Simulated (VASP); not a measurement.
# NbGaSe3 (Pm-3m) in VASP: a series of runs

Runs on NbGaSe3. Level: PBE. Tasks: single point, relaxation of cell and atoms.

All numbers are computed with VASP 6.6.1; they aren't measurements. Logs are shortened: lines on timing, memory, paths and dates and some standing lists are left out, and cuts for length are marked.

## (1) The cell of the first run

It takes space group Pm-3m (No. 221, cubic). Conventional cell: a = 4.876 Å, b = 4.876 Å, c = 4.876 Å, α = 90.00°, β = 90.00°, γ = 90.00°. Within 4.5 Å of Nb (site symmetry m-3m) lie 12 Se at 3.45 Å and 8 Ga at 4.22 Å. Ga (site symmetry m-3m) has 6 Se at 2.44 Å within 3.2 Å. Se (site symmetry 4/mmm) has 2 Ga at 2.44 Å within 3.2 Å.

The cell was generated, and may not be a known phase.

## (2) Single point, PBE, collinear spin

INCAR

```
SYSTEM = NbGaSe3
PREC     = Accurate       ! precision mode
ENCUT    = 520            ! plane-wave cutoff, eV
EDIFF    = 1E-7           ! SCF threshold, eV
ISMEAR   = 0              ! smearing method
SIGMA    = 0.1            ! smearing width, eV
LREAL    = .FALSE.        ! projectors in reciprocal space
LASPH    = .TRUE.         ! aspherical terms in the spheres
NELM     = 150            ! most SCF steps
ALGO     = Normal         ! electronic algorithm
ISIF     = 2              ! what is computed and relaxed
LWAVE    = .FALSE.        ! write WAVECAR
LCHARG   = .FALSE.        ! write CHGCAR
ISPIN    = 2              ! spin polarisation
MAGMOM   = 2.53 0.03 -0.18 -0.18 -0.18 ! initial moments
LORBIT   = 11             ! projections on sites
LMAXMIX  = 4              ! l up to which the mixer works
GGA      = PE             ! functional
NBANDS   = 34             ! bands
```

KPOINTS

```
regular mesh
0
G
  4 4 4
  0 0 0
```

POSCAR

```
NbGaSe3
1.0
    4.8761280338      0.0000000000      0.0000000000
    0.0000000000      4.8761280338      0.0000000000
    0.0000000000      0.0000000000      4.8761280338
Nb Ga Se
1 1 3
Direct
    0.0000000000      0.0000000000      0.0000000000
    0.5000000000      0.5000000000      0.5000000000
    0.0000000000      0.5000000000      0.5000000000
    0.5000000000      0.0000000000      0.5000000000
    0.5000000000      0.5000000000      0.0000000000
```

Potentials or basis: VASP PAW PBE potentials, release 64 (Nb_sv, Ga_d, Se).

Started as:

```console
$ cat potpaw_PBE.64/Nb_sv/POTCAR potpaw_PBE.64/Ga_d/POTCAR potpaw_PBE.64/Se/POTCAR > POTCAR
$ mpirun -np 1 vasp_std > vasp.out
```

OUTCAR:

```text
SYSTEM = NbGaSe3
   PREC = Accurate
   ENCUT = 520
   EDIFF = 1E-7
   ISMEAR = 0
   LREAL = .FALSE.
   LASPH = .TRUE.
   NELM = 150
   ISIF = 2
   ISPIN = 2
   LORBIT = 11
   GGA = PE

 ion  position               nearest neighbor table
   1  0.000  0.000  0.000-
   2  0.500  0.500  0.500-   3 2.44   4 2.44   5 2.44   5 2.44   4 2.44   3 2.44
   3  0.000  0.500  0.500-   2 2.44   2 2.44
   4  0.500  0.000  0.500-   2 2.44   2 2.44
   5  0.500  0.500  0.000-   2 2.44   2 2.44

  LATTYP: Found a simple cubic cell.
 ALAT       =     4.8761280338

  Lattice vectors:

 A1 = (   4.8761280338,   0.0000000000,   0.0000000000)
 A2 = (   0.0000000000,   4.8761280338,   0.0000000000)
 A3 = (   0.0000000000,   0.0000000000,   4.8761280338)

Analysis of symmetry for initial positions (statically):
=====================================================================
 Subroutine PRICEL returns:
 Original cell was already a primitive cell.

 Routine SETGRP: Setting up the symmetry group for a
 simple cubic supercell.

 Subroutine GETGRP returns: Found 48 space group operations
 (whereof 48 operations were pure point group operations)
 out of a pool of 48 trial point group operations.

The static configuration has the point symmetry O_h .

Analysis of symmetry for dynamics (positions and initial velocities):
=====================================================================
 Subroutine PRICEL returns:
 Original cell was already a primitive cell.

 Routine SETGRP: Setting up the symmetry group for a
 simple cubic supercell.

 Subroutine GETGRP returns: Found 48 space group operations
 (whereof 48 operations were pure point group operations)
 out of a pool of 48 trial point group operations.

The dynamic configuration has the point symmetry O_h .

Analysis of structural, dynamic, and magnetic symmetry:
=====================================================================
 Subroutine PRICEL returns:
 Original cell was already a primitive cell.

 Routine SETGRP: Setting up the symmetry group for a
 simple cubic supercell.

 Subroutine GETGRP returns: Found 48 space group operations
 (whereof 48 operations were pure point group operations)
 out of a pool of 48 trial point group operations.

The overall configuration has the point symmetry O_h .

 Subroutine INISYM returns: Found 48 space group operations
 (whereof 48 operations are pure point group operations),
 and found     1 'primitive' translations

----------------------------------------------------------------------------------------

                                     Primitive cell

  volume of cell :     115.9379

  direct lattice vectors                    reciprocal lattice vectors
     4.876128034  0.000000000  0.000000000     0.205080751  0.000000000  0.000000000
     0.000000000  4.876128034  0.000000000     0.000000000  0.205080751  0.000000000
     0.000000000  0.000000000  4.876128034     0.000000000  0.000000000  0.205080751

  length of vectors
     4.876128034  4.876128034  4.876128034     0.205080751  0.205080751  0.205080751

  position of ions in fractional coordinates (direct lattice)
     0.000000000  0.000000000  0.000000000
     0.500000000  0.500000000  0.500000000
     0.000000000  0.500000000  0.500000000
     0.500000000  0.000000000  0.500000000
     0.500000000  0.500000000  0.000000000

  ion indices of the primitive-cell ions
   primitive index   ion index
                 1           1
                 2           2
                 3           3
                 4           4
                 5           5

----------------------------------------------------------------------------------------

 KPOINTS: regular mesh

Automatic generation of k-mesh.
 Grid dimensions read from file:
 generate k-points for:    4    4    4

 Generating k-lattice:

  Cartesian coordinates                     Fractional coordinates (reciprocal lattice)
     0.051270188  0.000000000  0.000000000     0.250000000  0.000000000  0.000000000
     0.000000000  0.051270188  0.000000000     0.000000000  0.250000000  0.000000000
     0.000000000  0.000000000  0.051270188     0.000000000  0.000000000  0.250000000

  Length of vectors
     0.051270188  0.051270188  0.051270188

  Shift w.r.t. Gamma in fractional coordinates (k-lattice)
     0.000000000  0.000000000  0.000000000

 Subroutine IBZKPT returns following result:
 ===========================================

 Found     10 irreducible k-points:

 Following reciprocal coordinates:
            Coordinates               Weight
  0.000000  0.000000  0.000000      1.000000
  0.250000  0.000000  0.000000      6.000000
  0.500000  0.000000  0.000000      3.000000
  0.250000  0.250000  0.000000     12.000000
  0.500000  0.250000  0.000000     12.000000
  0.500000  0.500000  0.000000      3.000000
  0.250000  0.250000  0.250000      8.000000
  0.500000  0.250000  0.250000     12.000000
  0.500000  0.500000  0.250000      6.000000
  0.500000  0.500000  0.500000      1.000000
   k-points           NKPTS =     10   k-points in BZ     NKDIM =     10   number of bands    NBANDS=     34
   number of dos      NEDOS =    301   number of ions     NIONS =      5
   total plane-waves  NPLWV =  46656
   dimension x,y,z NGX =    36 NGY =   36 NGZ =   36
   dimension x,y,z NGXF=    72 NGYF=   72 NGZF=   72
   ions per type =               1   1   3
   NGX,Y,Z   is equivalent  to a cutoff of  12.27, 12.27, 12.27 a.u.
   NGXF,Y,Z  is equivalent  to a cutoff of  24.55, 24.55, 24.55 a.u.
 SYSTEM =  NbGaSe3
   PREC   = accura    normal or accurate (medium, high low for compatibility)
   ISTART =      0    job   : 0-new  1-cont  2-samecut
   ICHARG =      2    charge: 1-file 2-atom 10-const
   ISPIN  =      2    spin polarized calculation?
   LNONCOLLINEAR =      F non collinear calculations
   LSORBIT =      F    spin-orbit coupling
   LASPH  =      T    aspherical Exc in radial PAW
   ENCUT  =  520.0 eV  38.22 Ry    6.18 a.u.   9.07  9.07  9.07*2*pi/ulx,y,z
   NELM   =    150;   NELMIN=  2; NELMDL= -5     # of ELM steps
   EDIFF  = 0.1E-06   stopping-criterion for ELM
   LREAL  =      F    real-space projection
   EDIFFG = 0.1E-05   stopping-criterion for IOM
   NSW    =      0    number of steps for IOM
   IBRION =     -1    ionic relax: 0-MD 1-quasi-New 2-CG
   NFREE  =      0    steps in history (QN), initial steepest desc. (CG)
   ISIF   =      2    stress and relaxation
   ISYM   =      2    0-nonsym 1-usesym 2-fastsym
   POTIM  = 0.5000    time-step for ionic-motion
   TEBEG  =    0.0;   TEEND  =   0.0 temperature during run
   PSTRESS=    0.0 pullay stress
   NELECT =      44.0000    total number of electrons
   NUPDOWN=      -1.0000    fix difference up-down
   EMIN   =  10.00;   EMAX   =-10.00  energy-range for DOS
   EFERMI =   0.00;   METHOD = LEGACY
   ISMEAR =     0;   SIGMA  =   0.10  broadening in eV -4-tet -1-fermi 0-gaus
   EFERMI_NEDOS =   21; number of points for ismear=-14 and -15
   IALGO  =     38    algorithm
   IMIX   =      4    mixing-type and parameters
     AMIX     =   0.40;   BMIX     =  1.00
     AMIX_MAG =   1.60;   BMIX_MAG =  1.00
  volume/ion in A,a.u.               =      23.19       156.48
  Fermi-wavevector in a.u.,A,eV,Ry     =   1.185270  2.239836 19.114348  1.404865
  Thomas-Fermi vector in A             =   2.321467
   LORBIT       =     11    0 simple, 1 ext, 2 COOP (PROOUT), +10 PAW based schemes
   GGA     = PE    functional components
   LHFCALC =     F    Hartree Fock is set to
   AEXX    =    0.0000 exact exchange contribution
   IVDW    =     0    specifies the selected vdW correction
   LEPSILON=     F    determine dielectric tensor
   LRPA    =     F    only Hartree local field effects (RPA)
 spin polarized calculation
 Gauss-broadening in eV      SIGMA  =   0.10
  energy-cutoff  :      520.00
  volume of cell :      115.94
 maximum number of plane-waves:      3136
   NGX = 19   NGY = 19   NGZ = 19

 number of electron      44.0000027 magnetization       1.9988206

 Free energy of the ion-electron system (eV)
  ---------------------------------------------------
  ext. energy  EPLUGINS =         0.00000000
  ---------------------------------------------------
  free energy    TOTEN  =       -20.95284879 eV

  energy without entropy =      -20.93271438  energy(sigma->0) =      -20.94278159

 E-fermi :   4.9389     XC(G=0): -10.0285

 val. band max:        4.9081709506   @ k =   0.5000   0.2500   0.2500
 cond. band min:       4.9561729937   @ k =   0.2500   0.2500   0.0000
 fundamental gap:      0.0480020431
 Fermi energy:         4.9389031918

 spin component 1

 k-point     1 :       0.0000    0.0000    0.0000
  band No.  band energies     occupation
      1     -51.4848      1.00000
      2     -27.5726      1.00000
      3     -27.5726      1.00000
      4     -27.5726      1.00000
      5     -10.3597      1.00000
      6     -10.3597      1.00000
[... 359 lines left out ...]
     33      13.1063      0.00000
     34      13.1063      0.00000
 Fermi energy:         4.9389031918

 spin component 2

 k-point     1 :       0.0000    0.0000    0.0000
  band No.  band energies     occupation
      1     -50.1226      1.00000
      2     -26.0158      1.00000
      3     -26.0158      1.00000
      4     -26.0158      1.00000
      5     -10.3653      1.00000
      6     -10.3653      1.00000
[... 359 lines left out ...]
     33      13.9493      0.00000
     34      13.9495      0.00000

------------------------ aborting loop because EDIFF is reached ----------------------------------------

  FORCE on cell =-STRESS in cart. coord.  units (eV):
  Direction    XX          YY          ZZ          XY          YZ          ZX
  --------------------------------------------------------------------------------------
  -------------------------------------------------------------------------------------
  Total        0.1000220      0.1000220      0.1000220     -0.0000000     -0.0000000      0.0000000
  in kB        1.3822316      1.3822316      1.3822316     -0.0000000     -0.0000000      0.0000000
  external PRESSURE =       1.3822316 kB  Pullay stress =       0.0000000 kB

 VOLUME and BASIS-vectors are now :
 -----------------------------------------------------------------------------
  energy-cutoff  :      520.00
  volume of cell :      115.94
      direct lattice vectors                 reciprocal lattice vectors
     4.876128034  0.000000000  0.000000000     0.205080751  0.000000000  0.000000000
     0.000000000  4.876128034  0.000000000     0.000000000  0.205080751  0.000000000
     0.000000000  0.000000000  4.876128034     0.000000000  0.000000000  0.205080751

 POSITION                                       TOTAL-FORCE (eV/Angst)
 -----------------------------------------------------------------------------------
      0.00000      0.00000      0.00000         0.000000      0.000000      0.000000
      2.43806      2.43806      2.43806         0.000000      0.000000      0.000000
      0.00000      2.43806      2.43806         0.000000      0.000000      0.000000
      2.43806      0.00000      2.43806         0.000000      0.000000      0.000000
      2.43806      2.43806      0.00000         0.000000      0.000000      0.000000
 -----------------------------------------------------------------------------------
    total drift:                                0.000000      0.000000      0.000000

  FREE ENERGIE OF THE ION-ELECTRON SYSTEM (eV)
  ---------------------------------------------------
  free  energy   TOTEN  =       -20.9528487943 eV

  energy  without entropy=      -20.9327143848  energy(sigma->0) =      -20.94278159

 total charge

# of ion       s       p       d       tot
------------------------------------------
    1        2.083   5.902   2.394  10.378
    2        0.874   0.764  10.100  11.738
    3        1.483   2.300   0.035   3.817
    4        1.483   2.300   0.035   3.817
    5        1.483   2.300   0.035   3.817
--------------------------------------------------
tot          7.404  13.565  12.599  33.569

 magnetization (x)

# of ion       s       p       d       tot
------------------------------------------
    1        0.040   0.013   1.912   1.965
    2        0.023   0.017   0.000   0.040
    3       -0.002  -0.186   0.005  -0.184
    4       -0.002  -0.186   0.005  -0.184
    5       -0.002  -0.186   0.005  -0.184
--------------------------------------------------
tot          0.056  -0.528   1.926   1.454
```

It took 52 s on 1 thread of AMD EPYC 9R45 (Zen 5), shared host; peak memory 0.24 GiB.

Results:

| Property | Result |
| --- | --- |
| Free energy | -20.9528 eV |
| Pressure | 0.1 GPa |
| Band gap on the k mesh | zero (filled and empty bands overlap) |
| Net moment | 2.00 μB per cell |
| Site moments | Nb +1.97; Ga +0.04; Se -0.18 μB |
| Valence electrons inside the program's atomic spheres | Nb 10.38; Ga 11.74; Se 3.82 |

Levels at points of the mesh, in eV from the Fermi level:
Spin up:
```
           k point  band 20  band 21  band 22  band 23  band 24  band 25  band 26  band 27
(0.00, 0.00, 0.00)    -0.92    -0.92    -0.72    -0.72    -0.72    -0.62    -0.62    -0.62
(0.50, 0.00, 0.00)    -1.58    -1.58    -0.56    -0.52     0.91     1.12     1.12     2.06
(0.50, 0.50, 0.00)    -0.81    -0.45    -0.44    -0.41     0.99     0.99     1.22     3.16
(0.50, 0.50, 0.50)    -0.38    -0.37    -0.37    -0.37    -0.13     0.58     0.58     0.58
```
Spin down:
| k point | band 18 | band 19 | band 20 | band 21 | band 22 | band 23 | band 24 | band 25 |
| --- | --- | --- | --- | --- | --- | --- | --- | --- |
| (0.00, 0.00, 0.00) | -1.34 | -1.34 | -0.84 | -0.84 | -0.84 | 0.83 | 0.83 | 0.89 |
| (0.50, 0.00, 0.00) | -2.32 | -2.32 | -1.35 | -1.35 | 1.00 | 1.37 | 2.19 | 2.26 |
| (0.50, 0.50, 0.00) | -2.51 | -2.51 | -0.55 | -0.09 | 1.12 | 1.42 | 2.24 | 2.26 |
| (0.50, 0.50, 0.50) | -0.49 | 0.28 | 0.28 | 0.28 | 0.98 | 1.19 | 1.19 | 1.19 |

[end of part 1 of 3]

The gap in the log of VASP goes by the Fermi energy; the results here count the filled bands.